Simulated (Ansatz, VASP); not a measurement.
Two plane-wave programs on TiCl2F

```
Ti Cl F
1.0
     4.14517    0.00000    0.00000
    -2.07258    3.58982    0.00000
     0.00000    0.00000    5.54855
Ti Cl F
1 2 1
Direct
  0.00000 0.00000 0.00000
  0.66667 0.33333 0.50000
  0.33333 0.66667 0.00000
  0.66667 0.33333 0.00000
```

Alike in both runs: functional PBE; k mesh 6 × 6 × 4; occupations gaussian, width 0.1 eV; collinear spin.

Ansatz relaxed the structure, and its values are those at the end. VASP's run is a single point on that final structure, the one shown.

|  | VASP | Ansatz |
| --- | --- | --- |
| version | VASP 6.6.1 | Ansatz 0.2.0 |
| potentials or method | VASP PAW PBE potentials, release 64 (Ti_sv, Cl, F), cutoff 520 eV | scalar-relativistic, plane waves, PAW |
| valence electrons in the cell | 33 | 33 |

Ansatz gave:

```
gap on the k mesh at the Fermi level (eV)                     : none
pressure (GPa)                                                : 0.0
net moment per atom (μB)                                      : 0.25
size of the moment on the site where the two differ most (μB) : 0.93
```

**Question.** Which values does VASP return?

**Answer.** gap on the k mesh at the Fermi level (eV): none; pressure (GPa): -0.1; net moment per atom (μB): 0.25; size of the moment on the site where the two differ most (μB): 1.02.

Site moments also hang on the region over which each program counts them. A gap of «none» marks a metal or a gap that the smearing closes.
